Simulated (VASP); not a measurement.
# Zn2PdO4 (Fd-3m) in VASP: single point with PBE

Aim: the single point of Zn2PdO4 with PBE.

All numbers are computed with VASP 6.6.1; they aren't measurements. Logs are shortened: lines on timing, memory, paths and dates and some standing lists are left out, and cuts for length are marked.

**1. The cell of the first run**

The structure is cubic, space group Fd-3m (No. 227). Conventional cell: a = 8.459 Å, b = 8.459 Å, c = 8.459 Å, α = 90.00°, β = 90.00°, γ = 90.00°. Zn (site symmetry -3m) has 6 O at 2.11 Å within 2.8 Å. Within 2.4 Å of Pd (site symmetry -43m) lie 4 O at 1.83 Å. Within 2.4 Å of O (site symmetry 3m) lie 1 Pd at 1.83 Å and 3 Zn at 2.11 Å.

**2. Single point, PBE**

Contents of INCAR:

```
ALGO     = Normal         # electronic algorithm
EDIFF    = 1E-7           # SCF threshold, eV
ENCUT    = 520            # plane-wave cutoff, eV
GGA      = PE             # functional
ISIF     = 2              # what is computed and relaxed
ISMEAR   = -1             # smearing method
LASPH    = True           # aspherical terms in the spheres
LCHARG   = False          # write CHGCAR
LREAL    = False          # projectors in reciprocal space
LWAVE    = False          # write WAVECAR
NBANDS   = 71             # bands
NELM     = 60             # most SCF steps
PREC     = Accurate       # precision mode
SIGMA    = 0.1202         # smearing width, eV
```

Contents of KPOINTS:

```
k-points
0
Gamma
  7 7 7
```

Contents of POSCAR:

```
Zn2PdO4
1.0
    0.0000000000      4.2295390000      4.2295390000
    4.2295390000      0.0000000000      4.2295390000
    4.2295390000      4.2295390000      0.0000000000
Zn Pd O
4 2 8
Direct
    0.5000000000      0.5000000000      0.5000000000
    0.0000000000      0.5000000000      0.5000000000
    0.5000000000      0.5000000000      0.0000000000
    0.5000000000      0.0000000000      0.5000000000
    0.8750000000      0.8750000000      0.8750000000
    0.1250000000      0.1250000000      0.1250000000
    0.2500000000      0.2500000000      0.2500000000
    0.2500000000      0.7500000000      0.7500000000
    0.2500000000      0.2500000000      0.7500000000
    0.7500000000      0.2500000000      0.7500000000
    0.7500000000      0.2500000000      0.2500000000
    0.7500000000      0.7500000000      0.7500000000
    0.2500000000      0.7500000000      0.2500000000
    0.7500000000      0.7500000000      0.2500000000
```

Potentials or basis: VASP PAW PBE potentials, release 64 (Zn, Pd, O).

Started as:

```console
cat potpaw_PBE.64/Zn/POTCAR potpaw_PBE.64/Pd/POTCAR potpaw_PBE.64/O/POTCAR > POTCAR
mpirun -np 1 vasp_std > vasp.out
```

OUTCAR:

```text
EDIFF = 1E-7
   ENCUT = 520
   GGA = PE
   ISIF = 2
   ISMEAR = -1
   LASPH = True
   LREAL = False
   NELM = 60
   PREC = Accurate

 ion  position               nearest neighbor table
   1  0.500  0.500  0.500-   8 2.11   9 2.11  10 2.11  11 2.11  13 2.11  14 2.11   2 2.99   3 2.99
                             4 2.99   3 2.99   4 2.99   2 2.99
   2  0.000  0.500  0.500-   7 2.11   9 2.11  10 2.11  12 2.11  13 2.11  14 2.11   1 2.99   3 2.99
                             4 2.99   1 2.99   3 2.99   4 2.99
   3  0.500  0.500  0.000-   7 2.11   8 2.11  10 2.11  11 2.11  12 2.11  13 2.11   1 2.99   1 2.99
                             2 2.99   4 2.99   4 2.99   2 2.99
   4  0.500  0.000  0.500-   7 2.11   8 2.11   9 2.11  11 2.11  12 2.11  14 2.11   1 2.99   3 2.99
                             1 2.99   2 2.99   3 2.99   2 2.99
   5  0.875  0.875  0.875-  12 1.83  10 1.83   8 1.83  14 1.83
   6  0.125  0.125  0.125-   7 1.83   9 1.83  11 1.83  13 1.83
   7  0.250  0.250  0.250-   6 1.83   3 2.11   4 2.11   2 2.11
   8  0.250  0.750  0.750-   5 1.83   3 2.11   4 2.11   1 2.11
   9  0.250  0.250  0.750-   6 1.83   2 2.11   4 2.11   1 2.11
  10  0.750  0.250  0.750-   5 1.83   2 2.11   3 2.11   1 2.11
  11  0.750  0.250  0.250-   6 1.83   3 2.11   4 2.11   1 2.11
  12  0.750  0.750  0.750-   5 1.83   3 2.11   4 2.11   2 2.11
  13  0.250  0.750  0.250-   6 1.83   2 2.11   3 2.11   1 2.11
  14  0.750  0.750  0.250-   5 1.83   2 2.11   4 2.11   1 2.11

  LATTYP: Found a face centered cubic cell.
 ALAT       =     8.4590780000

  Lattice vectors:

 A1 = (   0.0000000000,   4.2295390000,   4.2295390000)
 A2 = (   4.2295390000,   0.0000000000,   4.2295390000)
 A3 = (   4.2295390000,   4.2295390000,   0.0000000000)

Analysis of symmetry for initial positions (statically):
=====================================================================
 Subroutine PRICEL returns:
 Original cell was already a primitive cell.

 Routine SETGRP: Setting up the symmetry group for a
 face centered cubic supercell.

 Subroutine GETGRP returns: Found 48 space group operations
 (whereof 12 operations were pure point group operations)
 out of a pool of 48 trial point group operations.

The static configuration has the point symmetry D_3d.
 The point group associated with its full space group is O_h .

Analysis of symmetry for dynamics (positions and initial velocities):
=====================================================================
 Subroutine PRICEL returns:
 Original cell was already a primitive cell.

 Routine SETGRP: Setting up the symmetry group for a
 face centered cubic supercell.

 Subroutine GETGRP returns: Found 48 space group operations
 (whereof 12 operations were pure point group operations)
 out of a pool of 48 trial point group operations.

The dynamic configuration has the point symmetry D_3d.
 The point group associated with its full space group is O_h .

 Subroutine INISYM returns: Found 48 space group operations
 (whereof 12 operations are pure point group operations),
 and found     1 'primitive' translations

----------------------------------------------------------------------------------------

                                     Primitive cell

  volume of cell :     151.3244

  direct lattice vectors                    reciprocal lattice vectors
     0.000000000  4.229539000  4.229539000    -0.118216193  0.118216193  0.118216193
     4.229539000  0.000000000  4.229539000     0.118216193 -0.118216193  0.118216193
     4.229539000  4.229539000  0.000000000     0.118216193  0.118216193 -0.118216193

  length of vectors
     5.981471416  5.981471416  5.981471416     0.204756453  0.204756453  0.204756453

  position of ions in fractional coordinates (direct lattice)
     0.500000000  0.500000000  0.500000000
     0.000000000  0.500000000  0.500000000
     0.500000000  0.500000000  0.000000000
     0.500000000  0.000000000  0.500000000
     0.875000000  0.875000000  0.875000000
     0.125000000  0.125000000  0.125000000
     0.250000000  0.250000000  0.250000000
     0.250000000  0.750000000  0.750000000
     0.250000000  0.250000000  0.750000000
     0.750000000  0.250000000  0.750000000
     0.750000000  0.250000000  0.250000000
     0.750000000  0.750000000  0.750000000
     0.250000000  0.750000000  0.250000000
     0.750000000  0.750000000  0.250000000

  ion indices of the primitive-cell ions
   primitive index   ion index
                 1           1
                 2           2
                 3           3
                 4           4
                 5           5
                 6           6
                 7           7
                 8           8
                 9           9
                10          10
                11          11
                12          12
                13          13
                14          14

----------------------------------------------------------------------------------------

 KPOINTS: k-points

Automatic generation of k-mesh.
 Grid dimensions read from file:
 generate k-points for:    7    7    7

 Generating k-lattice:

  Cartesian coordinates                     Fractional coordinates (reciprocal lattice)
    -0.016888028  0.016888028  0.016888028     0.142857143  0.000000000  0.000000000
     0.016888028 -0.016888028  0.016888028     0.000000000  0.142857143  0.000000000
     0.016888028  0.016888028 -0.016888028     0.000000000  0.000000000  0.142857143

  Length of vectors
     0.029250922  0.029250922  0.029250922

  Shift w.r.t. Gamma in fractional coordinates (k-lattice)
     0.000000000  0.000000000  0.000000000

 Subroutine IBZKPT returns following result:
 ===========================================

 Found     20 irreducible k-points:

 Following reciprocal coordinates:
            Coordinates               Weight
  0.000000  0.000000  0.000000      1.000000
  0.142857  0.000000  0.000000      8.000000
  0.285714  0.000000  0.000000      8.000000
  0.428571  0.000000  0.000000      8.000000
  0.142857  0.142857  0.000000      6.000000
  0.285714  0.142857  0.000000     24.000000
[... 12 lines left out ...]
 -0.428571  0.428571  0.142857     24.000000
 -0.285714  0.428571  0.142857     24.000000
   k-points           NKPTS =     20   k-points in BZ     NKDIM =     20   number of bands    NBANDS=     71
   number of dos      NEDOS =    301   number of ions     NIONS =     14
   total plane-waves  NPLWV = 110592
   dimension x,y,z NGX =    48 NGY =   48 NGZ =   48
   dimension x,y,z NGXF=    96 NGYF=   96 NGZF=   96
   ions per type =               4   2   8
   NGX,Y,Z   is equivalent  to a cutoff of  13.34, 13.34, 13.34 a.u.
   NGXF,Y,Z  is equivalent  to a cutoff of  26.68, 26.68, 26.68 a.u.
 SYSTEM =  unknown system
   PREC   = accura    normal or accurate (medium, high low for compatibility)
   ISTART =      0    job   : 0-new  1-cont  2-samecut
   ICHARG =      2    charge: 1-file 2-atom 10-const
   ISPIN  =      1    spin polarized calculation?
   LNONCOLLINEAR =      F non collinear calculations
   LSORBIT =      F    spin-orbit coupling
   LASPH  =      T    aspherical Exc in radial PAW
   ENCUT  =  520.0 eV  38.22 Ry    6.18 a.u.  11.12 11.12 11.12*2*pi/ulx,y,z
   NELM   =     60;   NELMIN=  2; NELMDL= -5     # of ELM steps
   EDIFF  = 0.1E-06   stopping-criterion for ELM
   LREAL  =      F    real-space projection
   EDIFFG = 0.1E-05   stopping-criterion for IOM
   NSW    =      0    number of steps for IOM
   IBRION =     -1    ionic relax: 0-MD 1-quasi-New 2-CG
   NFREE  =      0    steps in history (QN), initial steepest desc. (CG)
   ISIF   =      2    stress and relaxation
   ISYM   =      2    0-nonsym 1-usesym 2-fastsym
   POTIM  = 0.5000    time-step for ionic-motion
   TEBEG  =    0.0;   TEEND  =   0.0 temperature during run
   PSTRESS=    0.0 pullay stress
   NELECT =     116.0000    total number of electrons
   NUPDOWN=      -1.0000    fix difference up-down
   EMIN   =  10.00;   EMAX   =-10.00  energy-range for DOS
   EFERMI =   0.00;   METHOD = LEGACY
   ISMEAR =    -1;   SIGMA  =   0.12  broadening in eV -4-tet -1-fermi 0-gaus
   EFERMI_NEDOS =   21; number of points for ismear=-14 and -15
   IALGO  =     38    algorithm
   IMIX   =      4    mixing-type and parameters
     AMIX     =   0.40;   BMIX     =  1.00
     AMIX_MAG =   1.60;   BMIX_MAG =  1.00
  volume/ion in A,a.u.               =      10.81        72.94
  Fermi-wavevector in a.u.,A,eV,Ry     =   1.498274  2.831327 30.542682  2.244824
  Thomas-Fermi vector in A             =   2.610054
   LORBIT       =      0    0 simple, 1 ext, 2 COOP (PROOUT), +10 PAW based schemes
   GGA     = PE    functional components
[... 5 lines left out ...]
 non-spin polarized calculation
  energy-cutoff  :      520.00
  volume of cell :      151.32
 maximum number of plane-waves:      4093
 NGX is ok and might be reduce to    48
   NGX = 23   NGY = 23   NGZ = 23

 number of electron     115.9999983 magnetization

 Free energy of the ion-electron system (eV)
  ---------------------------------------------------
  ext. energy  EPLUGINS =         0.00000000
  ---------------------------------------------------
  free energy    TOTEN  =       -61.56349139 eV

  energy without entropy =      -61.21167328  energy(sigma->0) =      -61.38758233

 E-fermi :   4.3521     XC(G=0): -11.6474

 val. band max:        4.3454947078   @ k =   0.2857   0.2857   0.0000
 cond. band min:       4.3866861873   @ k =  -0.4286   0.4286   0.0000
 fundamental gap:      0.0411914795
 Fermi energy:         4.3520507035

 k-point     1 :       0.0000    0.0000    0.0000
  band No.  band energies     occupation
      1     -15.3686      2.00000
      2     -14.3244      2.00000
      3     -14.3244      2.00000
      4     -14.3244      2.00000
      5     -14.2768      2.00000
      6     -14.1447      2.00000
[... 62 lines left out ...]
     69      11.0711      0.00000
     70      11.0711      0.00000

 k-point     2 :       0.1429    0.0000    0.0000
  band No.  band energies     occupation
      1     -15.3214      2.00000
      2     -14.3755      2.00000
      3     -14.3173      2.00000
      4     -14.3173      2.00000
      5     -14.2814      2.00000
      6     -14.1535      2.00000
[... 62 lines left out ...]
     69      11.3133      0.00000
     70      11.3133      0.00000

 k-point     3 :       0.2857    0.0000    0.0000
  band No.  band energies     occupation
      1     -15.1881      2.00000
      2     -14.5287      2.00000
      3     -14.2972      2.00000
      4     -14.2972      2.00000
      5     -14.2696      2.00000
      6     -14.1766      2.00000
[... 1230 lines left out ...]
     69      13.0249      0.00000
     70      13.3297      0.00000

 k-point    20 :      -0.2857    0.4286    0.1429
  band No.  band energies     occupation
      1     -14.7551      2.00000
      2     -14.6609      2.00000
      3     -14.5875      2.00000
      4     -14.4545      2.00000
      5     -14.2224      2.00000
      6     -14.1709      2.00000
[... 62 lines left out ...]
     69      13.2959      0.00000
     70      13.4857      0.00000
 [bands above 70 left out]

------------------------ aborting loop because EDIFF is reached ----------------------------------------

  FORCE on cell =-STRESS in cart. coord.  units (eV):
  Direction    XX          YY          ZZ          XY          YZ          ZX
  --------------------------------------------------------------------------------------
  -------------------------------------------------------------------------------------
  Total       20.2882379     20.2882379     20.2882379     -0.0000000      0.0000000     -0.0000000
  in kB      214.8057060    214.8057060    214.8057060     -0.0000000      0.0000000     -0.0000000
  external PRESSURE =     214.8057060 kB  Pullay stress =       0.0000000 kB

 VOLUME and BASIS-vectors are now :
 -----------------------------------------------------------------------------
  energy-cutoff  :      520.00
  volume of cell :      151.32
      direct lattice vectors                 reciprocal lattice vectors
     0.000000000  4.229539000  4.229539000    -0.118216193  0.118216193  0.118216193
     4.229539000  0.000000000  4.229539000     0.118216193 -0.118216193  0.118216193
     4.229539000  4.229539000  0.000000000     0.118216193  0.118216193 -0.118216193

 POSITION                                       TOTAL-FORCE (eV/Angst)
 -----------------------------------------------------------------------------------
      4.22954      4.22954      4.22954        -0.000000     -0.000000     -0.000000
      4.22954      2.11477      2.11477         0.000000     -0.000000     -0.000000
      2.11477      2.11477      4.22954        -0.000000     -0.000000     -0.000000
      2.11477      4.22954      2.11477         0.000000     -0.000000     -0.000000
      7.40169      7.40169      7.40169         0.000000     -0.000000     -0.000000
      1.05738      1.05738      1.05738        -0.000000     -0.000000     -0.000000
      2.11477      2.11477      2.11477         2.194936      2.194936      2.194936
      6.34431      4.22954      4.22954        -2.194936      2.194936      2.194936
      4.22954      4.22954      2.11477        -2.194936     -2.194936      2.194936
      4.22954      6.34431      4.22954         2.194936     -2.194936      2.194936
      2.11477      4.22954      4.22954         2.194936     -2.194936     -2.194936
      6.34431      6.34431      6.34431        -2.194936     -2.194936     -2.194936
      4.22954      2.11477      4.22954        -2.194936      2.194936     -2.194936
      4.22954      4.22954      6.34431         2.194936      2.194936     -2.194936
 -----------------------------------------------------------------------------------
    total drift:                               -0.000000     -0.000000     -0.000000

  FREE ENERGIE OF THE ION-ELECTRON SYSTEM (eV)
  ---------------------------------------------------
  free  energy   TOTEN  =       -61.5634913877 eV

  energy  without entropy=      -61.2116732798  energy(sigma->0) =      -61.38758233
```

Run time: 8.3 min. Hardware: 1 thread of Intel Xeon 8259CL, shared host; peak memory 0.42 GiB.

What came out:

```
Free energy            : -61.5635 eV
Pressure               : 21.5 GPa
Band gap on the k mesh : zero (bands 58 and 59 overlap by 0.51 eV)
```

Caveat: the cell stands under pressure.

The gap in the log of VASP goes by the Fermi energy; the results here count the filled bands.